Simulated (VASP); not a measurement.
# AlNi3 (Fm-3m) in VASP: a series of runs, part 2 of 3

VASP 6.6.1.

### 4 Single point, PBE, collinear spin (10.04 Å³/atom)

This run uses another cell than the first one, of 10.04 Å³/atom.

Contents of INCAR:

```
PREC = Accurate ; ENCUT = 520
EDIFF = 1E-6 ; ISMEAR = 0
SIGMA = 0.15 ; LREAL = F
LASPH = T ; NELM = 150
ALGO = Normal ; ISIF = 2
LWAVE = F ; LCHARG = F
ISPIN = 2 ; MAGMOM = 0 0.125 0.125 0.125
LORBIT = 11 ; NUPDOWN = 0.375
LMAXMIX = 4 ; GGA = PE
NBANDS = 28
```

Contents of KPOINTS:

```
regular mesh
0
Gamma
  14 14 14
```

Contents of POSCAR:

```
AlNi3
1.0
    0.0000000000      2.7175807497      2.7175807497
    2.7175807497      0.0000000000      2.7175807497
    2.7175807497      2.7175807497      0.0000000000
Al Ni
1 3
Direct
    0.5000000000      0.5000000000      0.5000000000
    0.2500000000      0.2500000000      0.2500000000
    0.0000000000      0.0000000000      0.0000000000
    0.7500000000      0.7500000000      0.7500000000
```

Potentials or basis: VASP PAW PBE potentials, release 64 (Al, Ni).

Started as:

```sh
cat potpaw_PBE.64/Al/POTCAR potpaw_PBE.64/Ni/POTCAR > POTCAR
mpirun -np 1 vasp_std > vasp.out
```

OUTCAR:

```text
PREC = Accurate
   ENCUT = 520
   EDIFF = 1E-6
   ISMEAR = 0
   LREAL = F
   LASPH = T
   NELM = 150
   ISIF = 2
   ISPIN = 2
   LORBIT = 11
   NUPDOWN = 0.375
   GGA = PE

 ion  position               nearest neighbor table
   1  0.500  0.500  0.500-   2 2.35   2 2.35   2 2.35   2 2.35   4 2.35   4 2.35   4 2.35   4 2.35
                             3 2.72   3 2.72   3 2.72   3 2.72   3 2.72   3 2.72
   2  0.250  0.250  0.250-   3 2.35   3 2.35   3 2.35   1 2.35   3 2.35   1 2.35   1 2.35   1 2.35
                             4 2.72   4 2.72   4 2.72   4 2.72   4 2.72   4 2.72
   3  0.000  0.000  0.000-   4 2.35   4 2.35   4 2.35   2 2.35   4 2.35   2 2.35   2 2.35   2 2.35
                             1 2.72   1 2.72   1 2.72   1 2.72   1 2.72   1 2.72
   4  0.750  0.750  0.750-   1 2.35   1 2.35   1 2.35   1 2.35   3 2.35   3 2.35   3 2.35   3 2.35
                             2 2.72   2 2.72   2 2.72   2 2.72   2 2.72   2 2.72

  LATTYP: Found a face centered cubic cell.
 ALAT       =     5.4351614994

  Lattice vectors:

 A1 = (   0.0000000000,   2.7175807497,   2.7175807497)
 A2 = (   2.7175807497,   0.0000000000,   2.7175807497)
 A3 = (   2.7175807497,   2.7175807497,   0.0000000000)

Analysis of symmetry for initial positions (statically):
=====================================================================
 Subroutine PRICEL returns:
 Original cell was already a primitive cell.

 Routine SETGRP: Setting up the symmetry group for a
 face centered cubic supercell.

 Subroutine GETGRP returns: Found 48 space group operations
 (whereof 48 operations were pure point group operations)
 out of a pool of 48 trial point group operations.

The static configuration has the point symmetry O_h .

Analysis of symmetry for dynamics (positions and initial velocities):
=====================================================================
 Subroutine PRICEL returns:
 Original cell was already a primitive cell.

 Routine SETGRP: Setting up the symmetry group for a
 face centered cubic supercell.

 Subroutine GETGRP returns: Found 48 space group operations
 (whereof 48 operations were pure point group operations)
 out of a pool of 48 trial point group operations.

The dynamic configuration has the point symmetry O_h .

Analysis of structural, dynamic, and magnetic symmetry:
=====================================================================
 Subroutine PRICEL returns:
 Original cell was already a primitive cell.

 Routine SETGRP: Setting up the symmetry group for a
 face centered cubic supercell.

 Subroutine GETGRP returns: Found 48 space group operations
 (whereof 48 operations were pure point group operations)
 out of a pool of 48 trial point group operations.

The overall configuration has the point symmetry O_h .

 Subroutine INISYM returns: Found 48 space group operations
 (whereof 48 operations are pure point group operations),
 and found     1 'primitive' translations

----------------------------------------------------------------------------------------

                                     Primitive cell

  volume of cell :      40.1400

  direct lattice vectors                    reciprocal lattice vectors
[... 90 lines left out ...]
   NELM   =    150;   NELMIN=  2; NELMDL= -5     # of ELM steps
   EDIFF  = 0.1E-05   stopping-criterion for ELM
   LREAL  =      F    real-space projection
   EDIFFG = 0.1E-04   stopping-criterion for IOM
   NSW    =      0    number of steps for IOM
   IBRION =     -1    ionic relax: 0-MD 1-quasi-New 2-CG
   NFREE  =      0    steps in history (QN), initial steepest desc. (CG)
   ISIF   =      2    stress and relaxation
   ISYM   =      2    0-nonsym 1-usesym 2-fastsym
   POTIM  = 0.5000    time-step for ionic-motion
   TEBEG  =    0.0;   TEEND  =   0.0 temperature during run
   PSTRESS=    0.0 pullay stress
   NELECT =      33.0000    total number of electrons
   NUPDOWN=       0.3750    fix difference up-down
   EMIN   =  10.00;   EMAX   =-10.00  energy-range for DOS
   EFERMI =   0.00;   METHOD = LEGACY
   ISMEAR =     0;   SIGMA  =   0.15  broadening in eV -4-tet -1-fermi 0-gaus
   EFERMI_NEDOS =   21; number of points for ismear=-14 and -15
   IALGO  =     38    algorithm
   IMIX   =      4    mixing-type and parameters
     AMIX     =   0.40;   BMIX     =  1.00
     AMIX_MAG =   1.60;   BMIX_MAG =  1.00
  volume/ion in A,a.u.               =      10.04        67.72
  Fermi-wavevector in a.u.,A,eV,Ry     =   1.533629  2.898139 32.001153  2.352018
  Thomas-Fermi vector in A             =   2.640670
   LORBIT       =     11    0 simple, 1 ext, 2 COOP (PROOUT), +10 PAW based schemes
   GGA     = PE    functional components
   LHFCALC =     F    Hartree Fock is set to
   AEXX    =    0.0000 exact exchange contribution
   IVDW    =     0    specifies the selected vdW correction
   LEPSILON=     F    determine dielectric tensor
   LRPA    =     F    only Hartree local field effects (RPA)
 spin polarized calculation
 Gauss-broadening in eV      SIGMA  =   0.15
  energy-cutoff  :      520.00
  volume of cell :       40.14
 maximum number of plane-waves:      1106
 NGX is ok and might be reduce to    30
   NGX = 15   NGY = 15   NGZ = 15

 number of electron      32.9999968 magnetization       0.3749999

 Free energy of the ion-electron system (eV)
  ---------------------------------------------------
  ext. energy  EPLUGINS =         0.00000000
  ---------------------------------------------------
  free energy    TOTEN  =       -21.22305751 eV

  energy without entropy =      -21.19365022  energy(sigma->0) =      -21.20835386

 E-fermi :  11.2359     XC(G=0): -13.3180

 val. band max:       11.4082991080   @ k =   0.4286   0.1429   0.0000
 cond. band min:      11.2389920171   @ k =  -0.3571   0.2143   0.0714
 fundamental gap:     -0.1693070909
 Fermi energy:        11.4110787653

 spin component 1

 k-point     1 :       0.0000    0.0000    0.0000
  band No.  band energies     occupation
      1       0.4354      1.00000
      2       7.1294      1.00000
      3       7.1294      1.00000
      4       7.3471      1.00000
      5       7.3471      1.00000
      6       7.3471      1.00000
[... 733 lines left out ...]
     27      25.8867      0.00000
     28      26.4962      0.00000

 [... further k-points ...]

 spin component 2

 k-point     1 :       0.0000    0.0000    0.0000
  band No.  band energies     occupation
      1       0.4512      1.00000
      2       7.2054      1.00000
      3       7.2054      1.00000
      4       7.4188      1.00000
      5       7.4188      1.00000
      6       7.4188      1.00000
[... 733 lines left out ...]
     27      25.9193      0.00000
     28      26.5290      0.00000

 [... further k-points ...]

------------------------ aborting loop because EDIFF is reached ----------------------------------------

  FORCE on cell =-STRESS in cart. coord.  units (eV):
  Direction    XX          YY          ZZ          XY          YZ          ZX
  --------------------------------------------------------------------------------------
  -------------------------------------------------------------------------------------
  Total        7.7088184      7.7088184      7.7088184     -0.0000000      0.0000000     -0.0000000
  in kB      307.6954178    307.6954178    307.6954178     -0.0000000      0.0000000     -0.0000000
  external PRESSURE =     307.6954178 kB  Pullay stress =       0.0000000 kB

 VOLUME and BASIS-vectors are now :
 -----------------------------------------------------------------------------
  energy-cutoff  :      520.00
  volume of cell :       40.14
      direct lattice vectors                 reciprocal lattice vectors
     0.000000000  2.717580750  2.717580750    -0.183987173  0.183987173  0.183987173
     2.717580750  0.000000000  2.717580750     0.183987173 -0.183987173  0.183987173
     2.717580750  2.717580750  0.000000000     0.183987173  0.183987173 -0.183987173

 POSITION                                       TOTAL-FORCE (eV/Angst)
 -----------------------------------------------------------------------------------
      2.71758      2.71758      2.71758        -0.000000      0.000000     -0.000000
      1.35879      1.35879      1.35879         0.000000     -0.000000      0.000000
      0.00000      0.00000      0.00000        -0.000000      0.000000     -0.000000
      4.07637      4.07637      4.07637         0.000000      0.000000     -0.000000
 -----------------------------------------------------------------------------------
    total drift:                                0.000000     -0.000000      0.000000

  FREE ENERGIE OF THE ION-ELECTRON SYSTEM (eV)
  ---------------------------------------------------
  free  energy   TOTEN  =       -21.2230575067 eV

  energy  without entropy=      -21.1936502174  energy(sigma->0) =      -21.20835386

 total charge

# of ion       s       p       d       tot
------------------------------------------
    1        0.421   0.462   0.000   0.882
    2        0.526   0.618   8.499   9.643
    3        0.532   0.598   8.458   9.589
    4        0.526   0.618   8.499   9.643
--------------------------------------------------
tot          2.005   2.295  25.456  29.757

 magnetization (x)

# of ion       s       p       d       tot
------------------------------------------
    1       -0.000   0.003   0.000   0.003
    2        0.002   0.003   0.095   0.101
    3        0.002   0.003   0.158   0.162
    4        0.002   0.003   0.095   0.101
--------------------------------------------------
tot          0.006   0.011   0.349   0.366
```

Wall time 3.9 min (1 thread of Oxide Virtual Turin-like, shared host); peak memory 0.26 GiB.

Results:

```
Free energy                                           : -21.2231 eV
Pressure                                              : 30.8 GPa
Net moment                                            : 0.37 μB per cell
Site moments                                          : Al +0.00; Ni +0.10, +0.16 (each value once) μB
Valence electrons inside the program's atomic spheres : Al 0.88; Ni 9.64, 9.59 (each value once)
```

Caveat: the cell stands under pressure; the total moment is fixed, so each spin has its own Fermi level and the state may be an excited one.

(Continued in part 3 of 3.)
